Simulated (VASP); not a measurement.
Crystal: ZnS (Wurtzite-2H).

```xyz
4
Lattice="3.8110 0.0000 0.0000 -1.9055 3.3004 0.0000 0.0000 0.0000 6.2340" Properties=species:S:1:pos:R:3 pbc="T T T"
Zn    0.0000    2.2003    0.0000
Zn    1.9055    1.1001    3.1170
S     0.0000    2.2003    2.4001
S     1.9055    1.1001    5.5171
```

```yaml
Program: VASP 6.6.1
Task: relaxation of cell and atoms
Functional: PBEsol
Potentials_or_basis: VASP PAW PBE potentials, release 64 (Zn, S)
Cutoff: 600 eV
k_mesh: 12 × 12 × 4
Occupations: fermi-dirac, width 0.02 eV
Spin: no spin polarisation
```

At the start: pressure -1.1 GPa; volume 19.60 Å³/atom.

Problem. Where does the relaxation end?

Solution. Over 8 steps the energy falls by 6.5 meV/atom and the volume is 19.28 Å³/atom (-1.7 %); space group P6_3mc (No. 186, to 0.05 Å).

Step by step:
```csv
step,energy change (eV),largest force (eV/Å),pressure (GPa),volume (Å³)
1,0.0000,0.3086,-1.12,78.41
2,-0.0199,0.1198,0.26,76.86
3,-0.0200,0.1012,0.36,76.75
4,-0.0232,0.0449,0.03,77.05
5,-0.0243,0.0022,-0.20,77.28
6,-0.0244,0.0158,-0.31,77.38
7,-0.0259,0.0014,0.07,77.09
8,-0.0259,0.0001,-0.05,77.11
```

Final structure:
```
Zn S
1.0
     3.78570    0.00000    0.00000
    -1.89285    3.27852    0.00000
     0.00000    0.00000    6.21252
Zn S
2 2
Direct
  0.33333 0.66667 0.00540
  0.66667 0.33333 0.50540
  0.33333 0.66667 0.37960
  0.66667 0.33333 0.87960
```

Caveat: the PAW data sets were made with another functional, which shifts forces and pressure a little.
